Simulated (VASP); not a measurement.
# CuO (Tenorite) in VASP: settings compared

CuO (Tenorite) is run at these levels: PBEsol, PBE; tasks: single point.

Program: VASP 6.6.1. These are calculated values, not measurements. Logs are shortened: lines on timing, memory, paths and dates and some standing lists are left out, and cuts for length are marked.

## Step 1: The cell of the first run

The structure is monoclinic, space group Cc (No. 9). Conventional cell: a = 4.642 Å, b = 3.393 Å, c = 5.131 Å, α = 90.00°, β = 99.56°, γ = 90.00°. Cu (site symmetry 1) has 4 O at 1.90 to 2.01 Å within 2.5 Å. Within 2.5 Å of O (site symmetry 1) lie 4 Cu at 1.90 to 2.01 Å.

## Step 2: Single point, PBEsol

INCAR reads:

```
  ALGO = Normal
  EDIFF = 1E-6
  ENCUT = 700
  GGA = PS
  GGA_COMPAT = False
  ISIF = 2
  ISMEAR = -1
  LASPH = True
  LCHARG = False
  LREAL = False
  LWAVE = False
  NBANDS = 33
  NELM = 120
  PREC = Accurate
  SIGMA = 0.05
```

KPOINTS reads:

```
k-points
0
Gamma
  8 8 5
```

POSCAR reads:

```
CuO
1.0
    2.3212035000     -1.6962660000      0.0000000000
    2.3212035000      1.6962660000      0.0000000000
   -0.8519488116      0.0000000000      5.0594363927
Cu O
2 2
Direct
    0.4968000000      0.0032000000      0.5000000000
    0.0032000000      0.4968000000      0.0000000000
    0.4056000000      0.5714000000      0.7537000000
    0.5714000000      0.4056000000      0.2537000000
```

Potentials or basis: VASP PAW PBE potentials, release 64 (Cu_sv_GW, O).

Started as:

```sh
cat potpaw_PBE.64/Cu_sv_GW/POTCAR potpaw_PBE.64/O/POTCAR > POTCAR
mpirun -np 1 vasp_std > vasp.out
```

OUTCAR:

```text
EDIFF = 1E-6
   ENCUT = 700
   GGA = PS
   ISIF = 2
   ISMEAR = -1
   LASPH = True
   LREAL = False
   NELM = 120
   PREC = Accurate

 ion  position               nearest neighbor table
   1  0.497  0.003  0.500-   4 1.90   3 1.92   4 1.97   3 2.01
   2  0.003  0.497  0.000-   3 1.90   4 1.92   3 1.97   4 2.01
   3  0.406  0.571  0.754-   2 1.90   1 1.92   2 1.97   1 2.01
   4  0.571  0.406  0.254-   1 1.90   2 1.92   1 1.97   2 2.01

  LATTYP: Found a base centered monoclinic cell.
 ALAT       =     4.6424070000
 B/A-ratio  =     0.7307700510
 C/A-ratio  =     1.1051732496
 COS(beta)  =    -0.1660503994

  Lattice vectors:

 A1 = (   2.3212035000,  -1.6962660000,   0.0000000000)
 A2 = (   2.3212035000,   1.6962660000,   0.0000000000)
 A3 = (  -0.8519488116,   0.0000000000,   5.0594363927)

Analysis of symmetry for initial positions (statically):
=====================================================================
 Subroutine PRICEL returns:
 Original cell was already a primitive cell.

 Routine SETGRP: Setting up the symmetry group for a
 base centered monoclinic supercell.

 Subroutine GETGRP returns: Found  2 space group operations
 (whereof  1 operations were pure point group operations)
 out of a pool of  4 trial point group operations.

The static configuration has the point symmetry C_1 .
 The point group associated with its full space group is C_1h.

Analysis of symmetry for dynamics (positions and initial velocities):
=====================================================================
 Subroutine PRICEL returns:
 Original cell was already a primitive cell.

 Routine SETGRP: Setting up the symmetry group for a
 base centered monoclinic supercell.

 Subroutine GETGRP returns: Found  2 space group operations
 (whereof  1 operations were pure point group operations)
 out of a pool of  4 trial point group operations.

The dynamic configuration has the point symmetry C_1 .
 The point group associated with its full space group is C_1h.

 Subroutine INISYM returns: Found  2 space group operations
 (whereof  1 operations are pure point group operations),
 and found     1 'primitive' translations

----------------------------------------------------------------------------------------

                                     Primitive cell

  volume of cell :      39.8418

  direct lattice vectors                    reciprocal lattice vectors
     2.321203500 -1.696266000  0.000000000     0.215405500 -0.294765090  0.036271720
     2.321203500  1.696266000  0.000000000     0.215405500  0.294765090  0.036271720
    -0.851948812  0.000000000  5.059436393     0.000000000  0.000000000  0.197650474

  length of vectors
     2.874944179  2.874944179  5.130664030     0.366880941  0.366880941  0.197650474

  position of ions in fractional coordinates (direct lattice)
     0.496800000  0.003200000  0.500000000
     0.003200000  0.496800000  0.000000000
     0.405600000  0.571400000  0.753700000
     0.571400000  0.405600000  0.253700000

  ion indices of the primitive-cell ions
   primitive index   ion index
                 1           1
                 2           2
                 3           3
                 4           4

----------------------------------------------------------------------------------------

 KPOINTS: k-points

Automatic generation of k-mesh.
 Grid dimensions read from file:
 generate k-points for:    8    8    5

 Generating k-lattice:

  Cartesian coordinates                     Fractional coordinates (reciprocal lattice)
     0.026925687 -0.036845636  0.004533965     0.125000000  0.000000000  0.000000000
     0.026925687  0.036845636  0.004533965     0.000000000  0.125000000  0.000000000
     0.000000000  0.000000000  0.039530095     0.000000000  0.000000000  0.200000000

  Length of vectors
     0.045860118  0.045860118  0.039530095

  Shift w.r.t. Gamma in fractional coordinates (k-lattice)
     0.000000000  0.000000000  0.000000000

 Subroutine IBZKPT returns following result:
 ===========================================

 Found     93 irreducible k-points:

 Following reciprocal coordinates:
            Coordinates               Weight
  0.000000  0.000000  0.000000      1.000000
  0.125000  0.000000  0.000000      4.000000
  0.250000  0.000000  0.000000      4.000000
  0.375000  0.000000 -0.000000      4.000000
  0.500000  0.000000  0.000000      2.000000
  0.125000  0.125000  0.000000      2.000000
[... 16 lines left out ...]
  0.125000  0.000000  0.200000      4.000000
  0.250000  0.000000  0.200000      4.000000
 [... further k-points ...]
   k-points           NKPTS =     93   k-points in BZ     NKDIM =     93   number of bands    NBANDS=     33
   number of dos      NEDOS =    301   number of ions     NIONS =      4
   total plane-waves  NPLWV =  37632
   dimension x,y,z NGX =    28 NGY =   28 NGZ =   48
   dimension x,y,z NGXF=    56 NGYF=   56 NGZF=   96
   ions per type =               2   2
   NGX,Y,Z   is equivalent  to a cutoff of  16.19, 16.19, 15.55 a.u.
   NGXF,Y,Z  is equivalent  to a cutoff of  32.38, 32.38, 31.11 a.u.
 SYSTEM =  unknown system
   PREC   = accura    normal or accurate (medium, high low for compatibility)
   ISTART =      0    job   : 0-new  1-cont  2-samecut
   ICHARG =      2    charge: 1-file 2-atom 10-const
   ISPIN  =      1    spin polarized calculation?
   LNONCOLLINEAR =      F non collinear calculations
   LSORBIT =      F    spin-orbit coupling
   LASPH  =      T    aspherical Exc in radial PAW
   ENCUT  =  700.0 eV  51.45 Ry    7.17 a.u.   6.20  6.20 11.07*2*pi/ulx,y,z
   NELM   =    120;   NELMIN=  2; NELMDL= -5     # of ELM steps
   EDIFF  = 0.1E-05   stopping-criterion for ELM
   LREAL  =      F    real-space projection
   EDIFFG = 0.1E-04   stopping-criterion for IOM
   NSW    =      0    number of steps for IOM
   IBRION =     -1    ionic relax: 0-MD 1-quasi-New 2-CG
   NFREE  =      0    steps in history (QN), initial steepest desc. (CG)
   ISIF   =      2    stress and relaxation
   ISYM   =      2    0-nonsym 1-usesym 2-fastsym
   POTIM  = 0.5000    time-step for ionic-motion
   TEBEG  =    0.0;   TEEND  =   0.0 temperature during run
   PSTRESS=    0.0 pullay stress
   NELECT =      50.0000    total number of electrons
   NUPDOWN=      -1.0000    fix difference up-down
   EMIN   =  10.00;   EMAX   =-10.00  energy-range for DOS
   EFERMI =   0.00;   METHOD = LEGACY
   ISMEAR =    -1;   SIGMA  =   0.05  broadening in eV -4-tet -1-fermi 0-gaus
   EFERMI_NEDOS =   21; number of points for ismear=-14 and -15
   IALGO  =     38    algorithm
   IMIX   =      4    mixing-type and parameters
     AMIX     =   0.40;   BMIX     =  1.00
     AMIX_MAG =   1.60;   BMIX_MAG =  1.00
  volume/ion in A,a.u.               =       9.96        67.22
  Fermi-wavevector in a.u.,A,eV,Ry     =   1.765842  3.336957 42.425637  3.118196
  Thomas-Fermi vector in A             =   2.833543
   LORBIT       =      0    0 simple, 1 ext, 2 COOP (PROOUT), +10 PAW based schemes
   GGA     = PS    functional components
   LHFCALC =     F    Hartree Fock is set to
   AEXX    =    0.0000 exact exchange contribution
   IVDW    =     0    specifies the selected vdW correction
   LEPSILON=     F    determine dielectric tensor
   LRPA    =     F    only Hartree local field effects (RPA)
 non-spin polarized calculation
  energy-cutoff  :      700.00
  volume of cell :       39.84
 maximum number of plane-waves:      1694
 NGX is ok and might be reduce to    28
   NGX = 13   NGY = 13   NGZ = 23

 number of electron      49.9999992 magnetization

 Free energy of the ion-electron system (eV)
  ---------------------------------------------------
  ext. energy  EPLUGINS =         0.00000000
  ---------------------------------------------------
  free energy    TOTEN  =       -21.48159982 eV

  energy without entropy =      -21.46428155  energy(sigma->0) =      -21.47294069

 E-fermi :   5.8102     XC(G=0): -12.6652

 val. band max:        5.7801922582   @ k =   0.5000   0.5000   0.4000
 cond. band min:       5.8365680082   @ k =   0.2500   0.1250  -0.0000
 fundamental gap:      0.0563757500
 Fermi energy:         5.8102276989

 k-point     1 :       0.0000    0.0000    0.0000
  band No.  band energies     occupation
      1    -106.4986      2.00000
      2    -106.4982      2.00000
      3     -64.1895      2.00000
      4     -64.1894      2.00000
      5     -64.1614      2.00000
      6     -64.1513      2.00000
[... 25 lines left out ...]
     32      22.0878      0.00000
     33      22.3786      0.00000

 k-point     2 :       0.1250    0.0000    0.0000
  band No.  band energies     occupation
      1    -106.4985      2.00000
      2    -106.4979      2.00000
      3     -64.1916      2.00000
      4     -64.1894      2.00000
      5     -64.1608      2.00000
      6     -64.1517      2.00000
[... 25 lines left out ...]
     32      21.4697      0.00000
     33      22.6310      0.00000

 k-point     3 :       0.2500    0.0000    0.0000
  band No.  band energies     occupation
      1    -106.4983      2.00000
      2    -106.4976      2.00000
      3     -64.1970      2.00000
      4     -64.1896      2.00000
      5     -64.1594      2.00000
      6     -64.1526      2.00000
[... 25 lines left out ...]
     32      20.2529      0.00000
     33      22.0255      0.00000

 k-point     4 :       0.3750    0.0000   -0.0000
  band No.  band energies     occupation
      1    -106.4980      2.00000
      2    -106.4976      2.00000
      3     -64.2029      2.00000
      4     -64.1898      2.00000
      5     -64.1580      2.00000
      6     -64.1540      2.00000
[... 25 lines left out ...]
     32      18.9423      0.00000
     33      21.5141      0.00000

 k-point     5 :       0.5000    0.0000    0.0000
  band No.  band energies     occupation
      1    -106.4978      2.00000
      2    -106.4977      2.00000
      3     -64.2050      2.00000
      4     -64.1901      2.00000
      5     -64.1569      2.00000
      6     -64.1551      2.00000
[... 604 lines left out ...]
 k-point    22 :       0.0000    0.0000    0.2000
  band No.  band energies     occupation
      1    -106.4988      2.00000
      2    -106.4981      2.00000
      3     -64.1894      2.00000
      4     -64.1893      2.00000
      5     -64.1604      2.00000
      6     -64.1530      2.00000
[... 25 lines left out ...]
     32      21.0677      0.00000
     33      23.2533      0.00000

 k-point    23 :       0.1250    0.0000    0.2000
  band No.  band energies     occupation
      1    -106.4987      2.00000
      2    -106.4981      2.00000
      3     -64.1917      2.00000
      4     -64.1895      2.00000
      5     -64.1601      2.00000
      6     -64.1531      2.00000
[... 25 lines left out ...]
     32      20.6451      0.00000
     33      21.7980      0.00000

 k-point    24 :       0.2500    0.0000    0.2000
  band No.  band energies     occupation
      1    -106.4981      2.00000
      2    -106.4978      2.00000
      3     -64.1970      2.00000
      4     -64.1894      2.00000
      5     -64.1590      2.00000
      6     -64.1536      2.00000
[... 25 lines left out ...]
     32      20.5722      0.00000
     33      20.9617      0.00000

 [... further k-points ...]
[... 5 lines left out ...]
  --------------------------------------------------------------------------------------
  -------------------------------------------------------------------------------------
  Total       -0.5035299     -0.1100190     -1.0512100      0.0000000      0.0000000     -0.3479406
  in kB      -20.2486715     -4.4242447    -42.2727742      0.0000000      0.0000000    -13.9918882
  external PRESSURE =     -22.3152301 kB  Pullay stress =       0.0000000 kB

 VOLUME and BASIS-vectors are now :
 -----------------------------------------------------------------------------
  energy-cutoff  :      700.00
  volume of cell :       39.84
      direct lattice vectors                 reciprocal lattice vectors
     2.321203500 -1.696266000  0.000000000     0.215405500 -0.294765090  0.036271720
     2.321203500  1.696266000  0.000000000     0.215405500  0.294765090  0.036271720
    -0.851948812  0.000000000  5.059436393     0.000000000  0.000000000  0.197650474

 POSITION                                       TOTAL-FORCE (eV/Angst)
 -----------------------------------------------------------------------------------
      0.73463     -0.83728      2.52972        -0.640950     -0.356585      0.250182
      1.16060      0.83728      0.00000        -0.640950      0.356585      0.250182
      1.62570      0.28124      3.81330         0.640950     -0.355136     -0.250182
      2.05168     -0.28124      1.28358         0.640950      0.355136     -0.250182
 -----------------------------------------------------------------------------------
    total drift:                               -0.001218      0.000000      0.001052

  FREE ENERGIE OF THE ION-ELECTRON SYSTEM (eV)
  ---------------------------------------------------
  free  energy   TOTEN  =       -21.4815998238 eV

  energy  without entropy=      -21.4642815487  energy(sigma->0) =      -21.47294069
```

It took 2.4 min on 1 thread of Intel Xeon 6975P-C (Granite Rapids), shared host; peak memory 0.32 GiB.

Results:

- Free energy: -21.4816 eV
- Pressure: -2.2 GPa
- Largest force: 0.775 eV/Å
- Band gap on the k mesh: zero (band 25 reaches 6.03 eV, above the bottom of band 26 at 5.56 eV)

Forces in eV/Å, atoms in the order of the input:
```
Cu  -0.641 -0.357  0.250
Cu  -0.641  0.357  0.250
O    0.641 -0.355 -0.250
O    0.641  0.355 -0.250
```

Levels at points of the mesh, in eV from the Fermi level:
| k point | band 23 | band 24 | band 25 | band 26 | band 27 | band 28 |
| --- | --- | --- | --- | --- | --- | --- |
| (0.00, 0.00, 0.00) | -2.18 | -1.69 | 0.22 | 0.93 | 1.68 | 5.92 |
| (0.50, 0.00, 0.00) | -1.52 | -1.41 | -0.04 | 0.28 | 4.65 | 6.25 |
| (0.50, 0.50, 0.00) | -1.68 | -1.21 | -0.64 | 1.10 | 3.19 | 6.95 |

Caveat: the PAW data sets were made with another functional, which shifts forces and pressure a little; semilocal functionals often make such compounds metallic where correlation or magnetic order opens a gap, which also shifts bond lengths.

[end of part 1 of 2]
